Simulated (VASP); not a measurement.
Here is a VASP 6.6.1 calculation.

File INCAR:

```
SYSTEM = Ta
  PREC = Accurate
  ENCUT = 520
  EDIFF = 1E-6
  ISMEAR = 0
  SIGMA = 0.05
  LREAL = .FALSE.
  LASPH = .TRUE.
  NELM = 100
  ALGO = Normal
  ISIF = 2
  LWAVE = .FALSE.
  LCHARG = .FALSE.
  GGA = PE
  NBANDS = 18
```

KPOINTS

```
regular mesh
0
G
  8 8 4
  0 0 0
```

POSCAR

```
Ta
1.0
    2.9010940901      0.0000000000      0.0000000000
   -1.4505470450      2.5124211808      0.0000000000
    0.0000000000      0.0000000000      5.1379926067
Ta
2
Direct
    0.3333333333      0.6666666667      0.7500000000
    0.6666666667      0.3333333333      0.2500000000
```

Potentials or basis: VASP PAW PBE potentials, release 64 (Ta_pv).

The run is started by

```console
$ cat potpaw_PBE.64/Ta_pv/POTCAR > POTCAR
$ mpirun -np 1 vasp_std > vasp.out
```

Predict the band gap on the k mesh.

zero (bands 11 and 12 overlap by 2.16 eV).

Estimate the pressure.

0.1 GPa.

Caveat: spin-orbit coupling is left out, which moves the levels of the heavy elements.
